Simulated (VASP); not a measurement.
# Cu (Fm-3m) in VASP: notebook

Cu is run at these levels: PBE; tasks: single point, relaxation of cell and atoms.

Program: VASP 6.6.1. These are calculated values, not measurements. Logs are shortened: lines on timing, memory, paths and dates and some standing lists are left out, and cuts for length are marked.

**1. The cell of the first run**

Symmetry: Fm-3m, No. 225, cubic system. Conventional cell: a = 3.630 Å, b = 3.630 Å, c = 3.630 Å, α = 90.00°, β = 90.00°, γ = 90.00°. Cu (site symmetry m-3m) has 12 Cu at 2.57 Å within 3.4 Å.

**2. Single point, PBE**

Input file INCAR:

```
PREC = Accurate
ENCUT = 520
EDIFF = 1E-7
ISMEAR = 0
SIGMA = 0.1
LREAL = False
LASPH = True
NELM = 60
ALGO = Normal
ISIF = 2
LWAVE = False
LCHARG = True
GGA = PE
LELF = True
LVHAR = True
NBANDS = 12
```

Input file KPOINTS:

```
Automatic mesh
0
Gamma
  24 24 24
```

Input file POSCAR:

```
Cu
1.0
    0.0000000000      1.8150636710      1.8150636710
    1.8150636710      0.0000000000      1.8150636710
    1.8150636710      1.8150636710      0.0000000000
Cu
1
Direct
    0.0000000000      0.0000000000      0.0000000000
```

Potentials or basis: VASP PAW PBE potentials, release 64 (Cu).

Launch:

```
cat potpaw_PBE.64/Cu/POTCAR > POTCAR
mpirun -np 1 vasp_std > vasp.out
```

OUTCAR:

```text
PREC = Accurate
   ENCUT = 520
   EDIFF = 1E-7
   ISMEAR = 0
   LREAL = False
   LASPH = True
   NELM = 60
   ISIF = 2
   GGA = PE

 ion  position               nearest neighbor table
   1  0.000  0.000  0.000-

  LATTYP: Found a face centered cubic cell.
 ALAT       =     3.6301273420

  Lattice vectors:

 A1 = (   0.0000000000,   1.8150636710,   1.8150636710)
 A2 = (   1.8150636710,   0.0000000000,   1.8150636710)
 A3 = (   1.8150636710,   1.8150636710,   0.0000000000)

Analysis of symmetry for initial positions (statically):
=====================================================================
 Subroutine PRICEL returns:
 Original cell was already a primitive cell.

 Routine SETGRP: Setting up the symmetry group for a
 face centered cubic supercell.

 Subroutine GETGRP returns: Found 48 space group operations
 (whereof 48 operations were pure point group operations)
 out of a pool of 48 trial point group operations.

The static configuration has the point symmetry O_h .

Analysis of symmetry for dynamics (positions and initial velocities):
=====================================================================
 Subroutine PRICEL returns:
 Original cell was already a primitive cell.

 Routine SETGRP: Setting up the symmetry group for a
 face centered cubic supercell.

 Subroutine GETGRP returns: Found 48 space group operations
 (whereof 48 operations were pure point group operations)
 out of a pool of 48 trial point group operations.

The dynamic configuration has the point symmetry O_h .

 Subroutine INISYM returns: Found 48 space group operations
 (whereof 48 operations are pure point group operations),
 and found     1 'primitive' translations

----------------------------------------------------------------------------------------

                                     Primitive cell

  volume of cell :      11.9593

  direct lattice vectors                    reciprocal lattice vectors
     0.000000000  1.815063671  1.815063671    -0.275472430  0.275472430  0.275472430
     1.815063671  0.000000000  1.815063671     0.275472430 -0.275472430  0.275472430
     1.815063671  1.815063671  0.000000000     0.275472430  0.275472430 -0.275472430

  length of vectors
     2.566887660  2.566887660  2.566887660     0.477132245  0.477132245  0.477132245

  position of ions in fractional coordinates (direct lattice)
     0.000000000  0.000000000  0.000000000

  ion indices of the primitive-cell ions
   primitive index   ion index
                 1           1

----------------------------------------------------------------------------------------

 KPOINTS: Automatic mesh

Automatic generation of k-mesh.
 Grid dimensions read from file:
 generate k-points for:   24   24   24

 Generating k-lattice:

  Cartesian coordinates                     Fractional coordinates (reciprocal lattice)
    -0.011478018  0.011478018  0.011478018     0.041666667  0.000000000  0.000000000
     0.011478018 -0.011478018  0.011478018     0.000000000  0.041666667  0.000000000
     0.011478018  0.011478018 -0.011478018     0.000000000  0.000000000  0.041666667

  Length of vectors
     0.019880510  0.019880510  0.019880510

  Shift w.r.t. Gamma in fractional coordinates (k-lattice)
     0.000000000  0.000000000  0.000000000

 Subroutine IBZKPT returns following result:
 ===========================================

 Found    413 irreducible k-points:

 Following reciprocal coordinates:
            Coordinates               Weight
  0.000000  0.000000  0.000000      1.000000
  0.041667  0.000000  0.000000      8.000000
  0.083333  0.000000  0.000000      8.000000
  0.125000  0.000000  0.000000      8.000000
  0.166667  0.000000  0.000000      8.000000
  0.208333  0.000000  0.000000      8.000000
[... 16 lines left out ...]
  0.416667  0.041667  0.000000     24.000000
  0.458333  0.041667  0.000000     24.000000
 [... further k-points ...]
   k-points           NKPTS =    413   k-points in BZ     NKDIM =    413   number of bands    NBANDS=     12
   number of dos      NEDOS =    301   number of ions     NIONS =      1
   total plane-waves  NPLWV =   8000
   dimension x,y,z NGX =    20 NGY =   20 NGZ =   20
   dimension x,y,z NGXF=    40 NGYF=   40 NGZF=   40
   ions per type =               1
   NGX,Y,Z   is equivalent  to a cutoff of  12.95, 12.95, 12.95 a.u.
   NGXF,Y,Z  is equivalent  to a cutoff of  25.91, 25.91, 25.91 a.u.
 SYSTEM =  unknown system
   PREC   = accura    normal or accurate (medium, high low for compatibility)
   ISTART =      0    job   : 0-new  1-cont  2-samecut
   ICHARG =      2    charge: 1-file 2-atom 10-const
   ISPIN  =      1    spin polarized calculation?
   LNONCOLLINEAR =      F non collinear calculations
   LSORBIT =      F    spin-orbit coupling
   LASPH  =      T    aspherical Exc in radial PAW
   ENCUT  =  520.0 eV  38.22 Ry    6.18 a.u.   4.77  4.77  4.77*2*pi/ulx,y,z
   NELM   =     60;   NELMIN=  2; NELMDL= -5     # of ELM steps
   EDIFF  = 0.1E-06   stopping-criterion for ELM
   LREAL  =      F    real-space projection
   EDIFFG = 0.1E-05   stopping-criterion for IOM
   NSW    =      0    number of steps for IOM
   IBRION =     -1    ionic relax: 0-MD 1-quasi-New 2-CG
   NFREE  =      0    steps in history (QN), initial steepest desc. (CG)
   ISIF   =      2    stress and relaxation
   ISYM   =      2    0-nonsym 1-usesym 2-fastsym
   POTIM  = 0.5000    time-step for ionic-motion
   TEBEG  =    0.0;   TEEND  =   0.0 temperature during run
   PSTRESS=    0.0 pullay stress
   NELECT =      11.0000    total number of electrons
   NUPDOWN=      -1.0000    fix difference up-down
   EMIN   =  10.00;   EMAX   =-10.00  energy-range for DOS
   EFERMI =   0.00;   METHOD = LEGACY
   ISMEAR =     0;   SIGMA  =   0.10  broadening in eV -4-tet -1-fermi 0-gaus
   EFERMI_NEDOS =   21; number of points for ismear=-14 and -15
   IALGO  =     38    algorithm
   IMIX   =      4    mixing-type and parameters
     AMIX     =   0.40;   BMIX     =  1.00
     AMIX_MAG =   1.60;   BMIX_MAG =  1.00
  volume/ion in A,a.u.               =      11.96        80.71
  Fermi-wavevector in a.u.,A,eV,Ry     =   1.592101  3.008634 34.487838  2.534785
  Thomas-Fermi vector in A             =   2.690538
   LORBIT       =      0    0 simple, 1 ext, 2 COOP (PROOUT), +10 PAW based schemes
   GGA     = PE    functional components
   LHFCALC =     F    Hartree Fock is set to
   AEXX    =    0.0000 exact exchange contribution
   IVDW    =     0    specifies the selected vdW correction
   LEPSILON=     F    determine dielectric tensor
   LRPA    =     F    only Hartree local field effects (RPA)
 non-spin polarized calculation
 Gauss-broadening in eV      SIGMA  =   0.10
  energy-cutoff  :      520.00
  volume of cell :       11.96
 maximum number of plane-waves:       332
   NGX =  9   NGY =  9   NGZ =  9

 number of electron      10.9999997 magnetization

 Free energy of the ion-electron system (eV)
  ---------------------------------------------------
  ext. energy  EPLUGINS =         0.00000000
  ---------------------------------------------------
  free energy    TOTEN  =        -3.72953446 eV

  energy without entropy =       -3.72843723  energy(sigma->0) =       -3.72898585

 E-fermi :   7.4463     XC(G=0): -12.6530

 val. band max:        7.4389951174   @ k =   0.5000   0.1667   0.0417
 cond. band min:       7.4850197604   @ k =   0.5000   0.2500   0.0833
 fundamental gap:      0.0460246430
 Fermi energy:         7.4462620767

 k-point     1 :       0.0000    0.0000    0.0000
  band No.  band energies     occupation
      1      -1.8249      2.00000
      2       4.4439      2.00000
      3       4.4439      2.00000
      4       4.4439      2.00000
      5       5.2500      2.00000
      6       5.2500      2.00000
      7      29.9250      0.00000
      8      32.4723      0.00000
      9      32.4723      0.00000
     10      32.4723      0.00000
     11      34.9549      0.00000
     12      34.9549      0.00000

 k-point     2 :       0.0417    0.0000    0.0000
  band No.  band energies     occupation
      1      -1.7621      2.00000
      2       4.4305      2.00000
      3       4.4558      2.00000
      4       4.4558      2.00000
      5       5.2451      2.00000
      6       5.2451      2.00000
      7      29.6029      0.00000
      8      31.4864      0.00000
      9      32.2504      0.00000
     10      32.2505      0.00000
     11      35.2673      0.00000
     12      35.2673      0.00000

 k-point     3 :       0.0833    0.0000    0.0000
  band No.  band energies     occupation
      1      -1.5748      2.00000
      2       4.3927      2.00000
      3       4.4892      2.00000
      4       4.4892      2.00000
      5       5.2331      2.00000
      6       5.2331      2.00000
      7      28.1699      0.00000
      8      30.7526      0.00000
      9      31.7807      0.00000
     10      31.7807      0.00000
     11      35.9965      0.00000
     12      35.9965      0.00000

 k-point     4 :       0.1250    0.0000    0.0000
  band No.  band energies     occupation
      1      -1.2666      2.00000
      2       4.3366      2.00000
      3       4.5355      2.00000
      4       4.5355      2.00000
      5       5.2217      2.00000
      6       5.2217      2.00000
      7      26.1026      0.00000
      8      30.5219      0.00000
      9      31.2732      0.00000
     10      31.2732      0.00000
     11      36.8604      0.00000
     12      36.8607      0.00000

 k-point     5 :       0.1667    0.0000    0.0000
  band No.  band energies     occupation
      1      -0.8447      2.00000
      2       4.2731      2.00000
      3       4.5796      2.00000
      4       4.5796      2.00000
      5       5.2249      2.00000
      6       5.2249      2.00000
      7      23.9483      0.00000
      8      30.3332      0.00000
      9      30.8043      0.00000
     10      30.8043      0.00000
     11      36.8037      0.00000
     12      37.3463      0.00000
[... 228 lines left out ...]
      1       1.3740      2.00000
      2       4.3142      2.00000
      3       4.5222      2.00000
      4       4.5600      2.00000
      5       5.4968      2.00000
      6       5.5705      2.00000
      7      16.6056      0.00000
      8      28.4077      0.00000
      9      28.6932      0.00000
     10      30.7494      0.00000
     11      33.4715      0.00000
     12      35.3551      0.00000

 k-point    22 :       0.3750    0.0417    0.0000
  band No.  band energies     occupation
      1       1.8890      2.00000
      2       4.4723      2.00000
      3       4.5169      2.00000
      4       4.6115      2.00000
      5       5.6653      2.00000
      6       5.6681      2.00000
      7      14.8434      0.00000
      8      28.3306      0.00000
      9      28.4668      0.00000
     10      30.0989      0.00000
     11      33.1996      0.00000
     12      34.5731      0.00000

 k-point    23 :       0.4167    0.0417    0.0000
  band No.  band energies     occupation
      1       2.2240      2.00000
      2       4.4307      2.00000
      3       4.4775      2.00000
      4       5.0584      2.00000
      5       5.7466      2.00000
      6       5.9040      2.00000
      7      13.2569      0.00000
      8      28.2696      0.00000
      9      28.3615      0.00000
     10      29.5324      0.00000
     11      33.0503      0.00000
     12      33.9060      0.00000

 k-point    24 :       0.4583    0.0417    0.0000
  band No.  band energies     occupation
      1       2.3938      2.00000
      2       4.4024      2.00000
      3       4.4480      2.00000
      4       5.4154      2.00000
      5       5.7957      2.00000
      6       6.3254      2.00000
      7      11.9532      0.00000
      8      28.0869      0.00000
      9      28.5041      0.00000
     10      29.1082      0.00000
     11      33.0264      0.00000
     12      33.3614      0.00000

 [... further k-points ...]

------------------------ aborting loop because EDIFF is reached ----------------------------------------

  FORCE on cell =-STRESS in cart. coord.  units (eV):
  Direction    XX          YY          ZZ          XY          YZ          ZX
  --------------------------------------------------------------------------------------
  -------------------------------------------------------------------------------------
  Total        0.0373738      0.0373738      0.0373738      0.0000000      0.0000000      0.0000000
  in kB        5.0069336      5.0069336      5.0069336      0.0000000      0.0000000      0.0000000
  external PRESSURE =       5.0069336 kB  Pullay stress =       0.0000000 kB

 VOLUME and BASIS-vectors are now :
 -----------------------------------------------------------------------------
  energy-cutoff  :      520.00
  volume of cell :       11.96
      direct lattice vectors                 reciprocal lattice vectors
     0.000000000  1.815063671  1.815063671    -0.275472430  0.275472430  0.275472430
     1.815063671  0.000000000  1.815063671     0.275472430 -0.275472430  0.275472430
     1.815063671  1.815063671  0.000000000     0.275472430  0.275472430 -0.275472430

 POSITION                                       TOTAL-FORCE (eV/Angst)
 -----------------------------------------------------------------------------------
      0.00000      0.00000      0.00000         0.000000      0.000000      0.000000
 -----------------------------------------------------------------------------------
    total drift:                                0.000000     -0.000000      0.000000

  FREE ENERGIE OF THE ION-ELECTRON SYSTEM (eV)
  ---------------------------------------------------
  free  energy   TOTEN  =        -3.7295344633 eV

  energy  without entropy=       -3.7284372334  energy(sigma->0) =       -3.72898585
```

Run time: 58 s. Hardware: 1 thread of Intel Xeon Platinum 8259CL at 2.50GHz (Skylake/Cascade Lake), shared host; peak memory 0.17 GiB.

What came out:

- Free energy: -3.7295 eV
- Pressure: 0.5 GPa

Levels at points of the mesh, in eV from the Fermi level:
```
           k point  band 2  band 3  band 4  band 5  band 6  band 7  band 8  band 9  band 10  band 11
(0.00, 0.00, 0.00)   -3.00   -3.00   -3.00   -2.20   -2.20   22.48   25.03   25.03    25.03    27.51
(0.50, 0.00, 0.00)   -3.03   -3.03   -1.64   -1.64   -0.98    3.68   20.98   21.86    21.86    24.88
(0.50, 0.50, 0.00)   -4.37   -1.66   -1.50   -1.50    1.49    7.01   12.97   12.97    17.43    20.04
```

**3. Relaxation of cell and atoms, PBE**

This run uses another cell than the first one, of 11.76 Å³/atom, 0.983 times its volume.

Input file INCAR:

```
SYSTEM = Cu
PREC = Accurate
ENCUT = 600
EDIFF = 1E-6
ISMEAR = 0
SIGMA = 0.1
LREAL = .FALSE.
LASPH = .TRUE.
NELM = 60
ALGO = Normal
ISIF = 3
LWAVE = .FALSE.
LCHARG = .FALSE.
GGA = PE
IBRION = 2
NSW = 80
EDIFFG = -0.003
```

Input file KPOINTS:

```
Automatic mesh
0
G
  24 24 24
  0 0 0
```

Input file POSCAR:

```
Cu
1.0
    0.0000000000      1.8050000000      1.8050000000
    1.8050000000      0.0000000000      1.8050000000
    1.8050000000      1.8050000000      0.0000000000
Cu
1
Direct
    0.0000000000      0.0000000000      0.0000000000
```

Potentials or basis: VASP PAW PBE potentials, release 64 (Cu).

Launch:

```
cat potpaw_PBE.64/Cu/POTCAR > POTCAR
mpirun -np 1 vasp_std > vasp.out
```

It took 83 s on 1 thread of Intel Xeon Platinum 8259CL at 2.50GHz (Skylake/Cascade Lake), shared host; peak memory 0.18 GiB.

The run converged. Its results:

- Free energy: -3.7296 eV
- Relaxed volume: 12.01 Å³/atom
- Relaxed cell: a = 2.570 Å, b = 2.570 Å, c = 2.570 Å, α = 60.00°, β = 60.00°, γ = 60.00°
- Space group after relaxing (to 0.05 Å): Fm-3m (No. 225)
- Energy gained by relaxing: 2.3 meV/atom
- Ionic steps: 3
- Pressure after relaxing: 0.0 GPa

The path:
```tsv
step	energy change (eV)	largest force (eV/Å)	pressure (GPa)	volume (Å³)
1	0.0000	0.0000	3.01	11.76
2	-0.0016	0.0000	-1.50	12.14
3	-0.0023	0.0000	0.04	12.01
```

Final structure:
```
CELL_PARAMETERS angstrom
0.00000 1.81746 1.81746
1.81746 0.00000 1.81746
1.81746 1.81746 0.00000
ATOMIC_POSITIONS crystal
Cu 0.00000 0.00000 0.00000
```

Levels at points of the mesh, in eV from the Fermi level:
```
           k point  band 2  band 3  band 4  band 5  band 6  band 7  band 8  band 9
(0.00, 0.00, 0.00)   -2.99   -2.99   -2.99   -2.19   -2.19   22.45   24.96   24.96
(0.50, 0.00, 0.00)   -3.02   -3.02   -1.63   -1.63   -0.97    3.66   20.95   21.80
(0.50, 0.50, 0.00)   -4.35   -1.65   -1.50   -1.50    1.50    6.99   12.94   12.94
```
